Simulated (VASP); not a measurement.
Write the native input for VASP 6.6.1 that does the following.

- Task: single point
- Functional: LDA
- Potentials or basis: VASP PAW LDA potentials, release 64 (Sc_sv)
- Cutoff: 520 eV
- k mesh: 9 × 9 × 9
- Occupations: gaussian, width 0.05 eV
- Spin: no spin polarisation
- Dipole correction: no
- Further INCAR settings: ALGO = Normal; EDIFF = 1e-06; NBANDS = 12

The structure of Sc lies in POSCAR:

```
Sc
1.0
   -1.8790000000      1.8790000000      2.3805000000
    1.8790000000     -1.8790000000      2.3805000000
    1.8790000000      1.8790000000     -2.3805000000
Sc
1
Direct
    0.0000000000      0.0000000000      0.0000000000
```

One way to write it, as run:

INCAR

```
SYSTEM = Sc
  PREC = Accurate
  ENCUT = 520
  EDIFF = 1E-6
  ISMEAR = 0
  SIGMA = 0.05
  LREAL = .FALSE.
  LASPH = .TRUE.
  NELM = 80
  ALGO = Normal
  ISIF = 2
  LWAVE = .FALSE.
  LCHARG = .FALSE.
  GGA = CA
  NBANDS = 12
```

KPOINTS

```
regular mesh
0
G
  9 9 9
  0 0 0
```

Potentials or basis: VASP PAW LDA potentials, release 64 (Sc_sv).

Launch:

```console
$ cat potpaw_LDA.64/Sc_sv/POTCAR > POTCAR
$ mpirun -np 1 vasp_std > vasp.out
```

It gave:

```json
{"Pressure": "-12.0 GPa", "Band gap on the k mesh": "zero (an odd number of electrons rules out a gap without spin polarisation)"}
```

Caveat: the cell stands under tension.

It took 56 s on 1 thread of Intel Xeon 8259CL, with other jobs on the host, peak memory 0.16 GiB.
